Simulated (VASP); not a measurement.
Wanted: the native input for a VASP 6.6.1 run.

```yaml
Task: single point
Functional: PBE
Potentials_or_basis: VASP PAW PBE potentials, release 64 (Ti_sv)
Cutoff: 520 eV
k_mesh: 9 × 9 × 13
Occupations: fermi-dirac, width 0.1 eV
Spin: no spin polarisation
Dipole_correction: no
Further_INCAR_settings: ALGO = Normal; EDIFF = 1e-06; NBANDS = 25
```

The structure of Ti lies in POSCAR:

```
Ti
1.0
    4.4556729787      0.0000000000      0.0000000000
   -2.2278364893      3.8587259905      0.0000000000
    0.0000000000      0.0000000000      2.7543436244
Ti
3
Direct
    0.0000000000      0.0000000000      0.0000000000
    0.3333333333      0.6666666667      0.5000000000
    0.6666666667      0.3333333333      0.5000000000
```

This isn't the form of Ti at room conditions, which is hcp.

The input as run:

INCAR

```
SYSTEM = Ti
PREC     = Accurate       ! precision mode
ENCUT    = 520            ! plane-wave cutoff, eV
EDIFF    = 1E-6           ! SCF threshold, eV
ISMEAR   = -1             ! smearing method
SIGMA    = 0.1            ! smearing width, eV
LREAL    = .False.        ! projectors in reciprocal space
LASPH    = .True.         ! aspherical terms in the spheres
NELM     = 60             ! most SCF steps
ALGO     = Normal         ! electronic algorithm
ISIF     = 2              ! what is computed and relaxed
LWAVE    = .False.        ! write WAVECAR
LCHARG   = .True.         ! write CHGCAR
GGA      = PE             ! functional
LELF     = .True.         ! ELF
LVHAR    = .True.       
NBANDS   = 25             ! bands
```

KPOINTS

```
Automatic mesh
0
Gamma
  9 9 13
  0 0 0
```

Potentials or basis: VASP PAW PBE potentials, release 64 (Ti_sv).

The run is started by

```sh
$ cat potpaw_PBE.64/Ti_sv/POTCAR > POTCAR
$ mpirun -np 1 vasp_std > vasp.out
```

Results of the run:

- Pressure: 10.5 GPa
- Band gap on the k mesh: zero (bands 18 and 19 overlap by 0.29 eV)

Caveat: the cell stands under pressure.

Run time: 38 s on 1 thread of Intel(R) Xeon(R) 6975P-C (Granite Rapids), on a shared host, peak memory 0.21 GiB.
